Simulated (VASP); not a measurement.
# CdF2 (I4/mmm) in VASP: further runs

CdF2 is run at these levels: PBE; tasks: single point.

All numbers are computed with VASP 6.6.1; they aren't measurements. Logs are shortened: lines on timing, memory, paths and dates and some standing lists are left out, and cuts for length are marked.

## Step 1: The cell of the first run

It takes space group I4/mmm (No. 139, tetragonal). Conventional cell: a = 3.771 Å, b = 3.771 Å, c = 5.478 Å, α = 90.00°, β = 90.00°, γ = 90.00°. Cd (site symmetry 4/mmm) has 8 F at 2.33 Å within 3.1 Å. Within 3.1 Å of F (site symmetry -4m2) lie 4 Cd at 2.33 Å and 6 F at 2.67 to 2.74 Å.

## Step 2: Single point, PBE (12.99 Å³/atom)

Input file INCAR:

```
SYSTEM = CdF2
ALGO     = Normal         ! electronic algorithm
EDIFF    = 1E-6           ! SCF threshold, eV
ENCUT    = 520            ! plane-wave cutoff, eV
GGA      = PE             ! functional
ISIF     = 2              ! what is computed and relaxed
ISMEAR   = 0              ! smearing method
LASPH    = .True.         ! aspherical terms in the spheres
LCHARG   = .False.        ! write CHGCAR
LREAL    = .False.        ! projectors in reciprocal space
LWAVE    = .False.        ! write WAVECAR
NBANDS   = 20             ! bands
NELM     = 80             ! most SCF steps
PREC     = Accurate       ! precision mode
SIGMA    = 0.05           ! smearing width, eV
```

Input file KPOINTS:

```
k-points
0
Gamma
  8 8 8
  0 0 0
```

Input file POSCAR:

```
CdF2
1.0
    0.0000000000      2.6667643627      2.7390336769
    2.6667643627      0.0000000000      2.7390336769
    2.6667643627      2.6667643627      0.0000000000
Cd F
1 2
Direct
    0.0000000000      0.0000000000      0.0000000000
    0.2500000000      0.2500000000      0.2500000000
    0.7500000000      0.7500000000      0.7500000000
```

Potentials or basis: VASP PAW PBE potentials, release 64 (Cd, F).

On the command line:

```console
$ cat potpaw_PBE.64/Cd/POTCAR potpaw_PBE.64/F/POTCAR > POTCAR
$ mpirun -np 1 vasp_std > vasp.out
```

OUTCAR:

```text
SYSTEM = CdF2
   EDIFF = 1E-6
   ENCUT = 520
   GGA = PE
   ISIF = 2
   ISMEAR = 0
   LASPH = .True.
   LREAL = .False.
   NELM = 80
   PREC = Accurate

 ion  position               nearest neighbor table
   1  0.000  0.000  0.000-   3 2.33   3 2.33   3 2.33   2 2.33   2 2.33   2 2.33   3 2.33   2 2.33

   2  0.250  0.250  0.250-   1 2.33   1 2.33   1 2.33   1 2.33
   3  0.750  0.750  0.750-   1 2.33   1 2.33   1 2.33   1 2.33

  LATTYP: Found a body centered tetragonal cell.
 ALAT       =     3.7713743294
 C/A-ratio  =     1.4525387499

  Lattice vectors:

 A1 = (  -2.6667643627,   0.0000000000,   2.7390336769)
 A2 = (   2.6667643627,   0.0000000000,   2.7390336769)
 A3 = (   0.0000000000,   2.6667643627,  -2.7390336769)

Analysis of symmetry for initial positions (statically):
=====================================================================
 Subroutine PRICEL returns:
 Original cell was already a primitive cell.

 Routine SETGRP: Setting up the symmetry group for a
 body centered tetragonal supercell.

 Subroutine GETGRP returns: Found 16 space group operations
 (whereof 16 operations were pure point group operations)
 out of a pool of 16 trial point group operations.

The static configuration has the point symmetry D_4h.

Analysis of symmetry for dynamics (positions and initial velocities):
=====================================================================
 Subroutine PRICEL returns:
 Original cell was already a primitive cell.

 Routine SETGRP: Setting up the symmetry group for a
 body centered tetragonal supercell.

 Subroutine GETGRP returns: Found 16 space group operations
 (whereof 16 operations were pure point group operations)
 out of a pool of 16 trial point group operations.

The dynamic configuration has the point symmetry D_4h.

 Subroutine INISYM returns: Found 16 space group operations
 (whereof 16 operations are pure point group operations),
 and found     1 'primitive' translations

----------------------------------------------------------------------------------------

                                     Primitive cell

  volume of cell :      38.9580

  direct lattice vectors                    reciprocal lattice vectors
     0.000000000  2.666764363  2.739033677    -0.187493131  0.187493131  0.182546131
     2.666764363  0.000000000  2.739033677     0.187493131 -0.187493131  0.182546131
     2.666764363  2.666764363  0.000000000     0.187493131  0.187493131 -0.182546131

  length of vectors
     3.822818025  3.822818025  3.771374329     0.321916819  0.321916819  0.321916819

  position of ions in fractional coordinates (direct lattice)
     0.000000000  0.000000000  0.000000000
     0.250000000  0.250000000  0.250000000
     0.750000000  0.750000000  0.750000000

  ion indices of the primitive-cell ions
   primitive index   ion index
                 1           1
                 2           2
                 3           3

----------------------------------------------------------------------------------------

 KPOINTS: k-points

Automatic generation of k-mesh.
 Grid dimensions read from file:
 generate k-points for:    8    8    8

 Generating k-lattice:

  Cartesian coordinates                     Fractional coordinates (reciprocal lattice)
    -0.023436641  0.023436641  0.022818266     0.125000000  0.000000000  0.000000000
     0.023436641 -0.023436641  0.022818266     0.000000000  0.125000000  0.000000000
     0.023436641  0.023436641 -0.022818266     0.000000000  0.000000000  0.125000000

  Length of vectors
     0.040239602  0.040239602  0.040239602

  Shift w.r.t. Gamma in fractional coordinates (k-lattice)
     0.000000000  0.000000000  0.000000000

 Subroutine IBZKPT returns following result:
 ===========================================

 Found     59 irreducible k-points:

 Following reciprocal coordinates:
            Coordinates               Weight
  0.000000  0.000000  0.000000      1.000000
  0.125000  0.000000  0.000000      8.000000
  0.250000  0.000000  0.000000      8.000000
  0.375000  0.000000  0.000000      8.000000
  0.500000  0.000000  0.000000      4.000000
  0.125000  0.125000  0.000000      2.000000
[... 16 lines left out ...]
  0.250000  0.000000  0.125000     16.000000
  0.375000  0.000000  0.125000     16.000000
 [... further k-points ...]
   k-points           NKPTS =     59   k-points in BZ     NKDIM =     59   number of bands    NBANDS=     20
   number of dos      NEDOS =    301   number of ions     NIONS =      3
   total plane-waves  NPLWV =  21952
   dimension x,y,z NGX =    28 NGY =   28 NGZ =   28
   dimension x,y,z NGXF=    56 NGYF=   56 NGZF=   56
   ions per type =               1   2
   NGX,Y,Z   is equivalent  to a cutoff of  12.18, 12.18, 12.34 a.u.
   NGXF,Y,Z  is equivalent  to a cutoff of  24.35, 24.35, 24.69 a.u.
 SYSTEM =  CdF2
   PREC   = accura    normal or accurate (medium, high low for compatibility)
   ISTART =      0    job   : 0-new  1-cont  2-samecut
   ICHARG =      2    charge: 1-file 2-atom 10-const
   ISPIN  =      1    spin polarized calculation?
   LNONCOLLINEAR =      F non collinear calculations
   LSORBIT =      F    spin-orbit coupling
   LASPH  =      T    aspherical Exc in radial PAW
   ENCUT  =  520.0 eV  38.22 Ry    6.18 a.u.   7.11  7.11  7.01*2*pi/ulx,y,z
   NELM   =     80;   NELMIN=  2; NELMDL= -5     # of ELM steps
   EDIFF  = 0.1E-05   stopping-criterion for ELM
   LREAL  =      F    real-space projection
   EDIFFG = 0.1E-04   stopping-criterion for IOM
   NSW    =      0    number of steps for IOM
   IBRION =     -1    ionic relax: 0-MD 1-quasi-New 2-CG
   NFREE  =      0    steps in history (QN), initial steepest desc. (CG)
   ISIF   =      2    stress and relaxation
   ISYM   =      2    0-nonsym 1-usesym 2-fastsym
   POTIM  = 0.5000    time-step for ionic-motion
   TEBEG  =    0.0;   TEEND  =   0.0 temperature during run
   PSTRESS=    0.0 pullay stress
   NELECT =      26.0000    total number of electrons
   NUPDOWN=      -1.0000    fix difference up-down
   EMIN   =  10.00;   EMAX   =-10.00  energy-range for DOS
   EFERMI =   0.00;   METHOD = LEGACY
   ISMEAR =     0;   SIGMA  =   0.05  broadening in eV -4-tet -1-fermi 0-gaus
   EFERMI_NEDOS =   21; number of points for ismear=-14 and -15
   IALGO  =     38    algorithm
   IMIX   =      4    mixing-type and parameters
     AMIX     =   0.40;   BMIX     =  1.00
     AMIX_MAG =   1.60;   BMIX_MAG =  1.00
  volume/ion in A,a.u.               =      12.99        87.63
  Fermi-wavevector in a.u.,A,eV,Ry     =   1.430651  2.703539 27.847895  2.046763
  Thomas-Fermi vector in A             =   2.550473
   LORBIT       =      0    0 simple, 1 ext, 2 COOP (PROOUT), +10 PAW based schemes
   GGA     = PE    functional components
   LHFCALC =     F    Hartree Fock is set to
   AEXX    =    0.0000 exact exchange contribution
   IVDW    =     0    specifies the selected vdW correction
   LEPSILON=     F    determine dielectric tensor
   LRPA    =     F    only Hartree local field effects (RPA)
 non-spin polarized calculation
 Gauss-broadening in eV      SIGMA  =   0.05
  energy-cutoff  :      520.00
  volume of cell :       38.96
 maximum number of plane-waves:      1060
   NGX = 15   NGY = 15   NGZ = 13

 number of electron      25.9999996 magnetization

 Free energy of the ion-electron system (eV)
  ---------------------------------------------------
  ext. energy  EPLUGINS =         0.00000000
  ---------------------------------------------------
  free energy    TOTEN  =       -10.84693291 eV

  energy without entropy =      -10.84693291  energy(sigma->0) =      -10.84693291

 E-fermi :  -0.9757     XC(G=0): -10.4331

 val. band max:       -1.2580177896   @ k =  -0.2500   0.2500   0.5000
 cond. band min:       1.7918946177   @ k =   0.0000   0.0000   0.0000
 fundamental gap:      3.0499124073
 Fermi energy:        -0.9757065008

 k-point     1 :       0.0000    0.0000    0.0000
  band No.  band energies     occupation
      1     -22.1070      2.00000
      2     -20.9877      2.00000
      3      -6.9189      2.00000
      4      -6.9038      2.00000
      5      -6.9038      2.00000
      6      -5.6944      2.00000
[... 12 lines left out ...]
     19      18.3490      0.00000
     20      18.9494      0.00000

 k-point     2 :       0.1250    0.0000    0.0000
  band No.  band energies     occupation
      1     -22.0570      2.00000
      2     -21.0327      2.00000
      3      -6.8563      2.00000
      4      -6.8429      2.00000
      5      -6.7415      2.00000
      6      -5.7116      2.00000
[... 12 lines left out ...]
     19      17.9675      0.00000
     20      18.5292      0.00000

 k-point     3 :       0.2500    0.0000    0.0000
  band No.  band energies     occupation
      1     -21.9207      2.00000
      2     -21.1546      2.00000
      3      -6.7239      2.00000
      4      -6.7011      2.00000
      5      -6.2933      2.00000
      6      -5.7223      2.00000
[... 12 lines left out ...]
     19      17.8185      0.00000
     20      18.3357      0.00000

 k-point     4 :       0.3750    0.0000    0.0000
  band No.  band energies     occupation
      1     -21.7331      2.00000
      2     -21.3245      2.00000
      3      -6.6181      2.00000
      4      -6.5819      2.00000
      5      -5.7310      2.00000
      6      -5.6756      2.00000
[... 12 lines left out ...]
     19      17.2840      0.00000
     20      17.8564      0.00000

 k-point     5 :       0.5000    0.0000    0.0000
  band No.  band energies     occupation
      1     -21.5624      2.00000
      2     -21.4870      2.00000
      3      -6.5870      2.00000
      4      -6.5450      2.00000
      5      -5.6268      2.00000
      6      -5.6095      2.00000
[... 12 lines left out ...]
     19      17.0791      0.00000
     20      17.5041      0.00000

 k-point     6 :       0.1250    0.1250    0.0000
  band No.  band energies     occupation
      1     -22.0473      2.00000
      2     -21.0387      2.00000
      3      -6.8139      2.00000
      4      -6.8139      2.00000
      5      -6.7158      2.00000
      6      -5.7763      2.00000
[... 12 lines left out ...]
     19      18.2425      0.00000
     20      19.0871      0.00000

 k-point     7 :       0.2500    0.1250    0.0000
  band No.  band energies     occupation
      1     -21.9485      2.00000
      2     -21.1243      2.00000
      3      -6.6974      2.00000
      4      -6.6850      2.00000
      5      -6.3726      2.00000
      6      -5.8574      2.00000
[... 12 lines left out ...]
     19      18.8167      0.00000
     20      19.4881      0.00000
[... 277 lines left out ...]
 k-point    20 :      -0.3750    0.3750    0.0000
  band No.  band energies     occupation
      1     -21.5928      2.00000
      2     -21.4170      2.00000
      3      -6.4753      2.00000
      4      -6.0530      2.00000
      5      -5.7768      2.00000
      6      -5.7510      2.00000
[... 12 lines left out ...]
     19      19.3769      0.00000
     20      19.7231      0.00000

 k-point    21 :       0.5000    0.5000    0.0000
  band No.  band energies     occupation
      1     -21.6765      2.00000
      2     -21.3250      2.00000
      3      -6.6809      2.00000
      4      -5.9302      2.00000
      5      -5.9302      2.00000
      6      -5.5779      2.00000
[... 12 lines left out ...]
     19      18.0355      0.00000
     20      20.3347      0.00000

 k-point    22 :       0.1250    0.0000    0.1250
  band No.  band energies     occupation
      1     -22.0386      2.00000
      2     -21.0491      2.00000
      3      -6.8276      2.00000
      4      -6.8224      2.00000
      5      -6.6888      2.00000
      6      -5.7673      2.00000
[... 12 lines left out ...]
     19      18.4131      0.00000
     20      18.7427      0.00000

 k-point    23 :       0.2500    0.0000    0.1250
  band No.  band energies     occupation
      1     -21.9324      2.00000
      2     -21.1421      2.00000
      3      -6.7017      2.00000
      4      -6.6939      2.00000
      5      -6.3519      2.00000
      6      -5.8539      2.00000
[... 12 lines left out ...]
     19      18.4248      0.00000
     20      19.6862      0.00000

 k-point    24 :       0.3750    0.0000    0.1250
  band No.  band energies     occupation
      1     -21.7674      2.00000
      2     -21.2879      2.00000
      3      -6.5729      2.00000
      4      -6.5534      2.00000
      5      -5.8713      2.00000
      6      -5.8411      2.00000
[... 12 lines left out ...]
     19      17.8880      0.00000
     20      19.7245      0.00000

 [... further k-points ...]
[... 5 lines left out ...]
  --------------------------------------------------------------------------------------
  -------------------------------------------------------------------------------------
  Total        1.8518862      1.8518862      1.1545881      0.0000000      0.0000000      0.0000000
  in kB       76.1602255     76.1602255     47.4833137      0.0000000      0.0000000      0.0000000
  external PRESSURE =      66.6012549 kB  Pullay stress =       0.0000000 kB

 VOLUME and BASIS-vectors are now :
 -----------------------------------------------------------------------------
  energy-cutoff  :      520.00
  volume of cell :       38.96
      direct lattice vectors                 reciprocal lattice vectors
     0.000000000  2.666764363  2.739033677    -0.187493131  0.187493131  0.182546131
     2.666764363  0.000000000  2.739033677     0.187493131 -0.187493131  0.182546131
     2.666764363  2.666764363  0.000000000     0.187493131  0.187493131 -0.182546131

 POSITION                                       TOTAL-FORCE (eV/Angst)
 -----------------------------------------------------------------------------------
      0.00000      0.00000      0.00000        -0.000000      0.000000     -0.000000
      1.33338      1.33338      1.36952        -0.000000     -0.000000      0.000000
      4.00015      4.00015      4.10855         0.000000     -0.000000     -0.000000
 -----------------------------------------------------------------------------------
    total drift:                                0.000000      0.000000      0.000000

  FREE ENERGIE OF THE ION-ELECTRON SYSTEM (eV)
  ---------------------------------------------------
  free  energy   TOTEN  =       -10.8469329141 eV

  energy  without entropy=      -10.8469329141  energy(sigma->0) =      -10.84693291
```

Wall time 22 s (1 thread of AMD EPYC 9R45 (Zen 5), shared host); peak memory 0.15 GiB.

What came out:

| Item | Value |
| --- | --- |
| Free energy | -10.8469 eV |
| Pressure | 6.7 GPa |
| Band gap on the k mesh | 3.05 eV (least direct gap 3.52 eV) |

Levels at points of the mesh, in eV from the valence-band top:
```
           k point  band 9  band 10  band 11  band 12  band 13  band 14  band 15  band 16  band 17  band 18
(0.00, 0.00, 0.00)   -0.93    -0.93    -0.55    -0.55    -0.47     3.05    12.67    12.67    12.75    17.65
(0.50, 0.00, 0.00)   -2.31    -1.90    -1.84    -0.43    -0.41     7.17     9.14    14.41    14.61    18.04
(0.50, 0.50, 0.00)   -2.97    -2.97    -0.62    -0.09    -0.09     8.02     9.70    11.91    14.37    14.37
(0.50, 0.00, 0.50)   -3.06    -2.97    -0.47    -0.17    -0.08     7.99     9.62    11.91    14.09    14.42
```

Caveat: the cell stands under pressure.

(Part 1 of 2 ends here.)
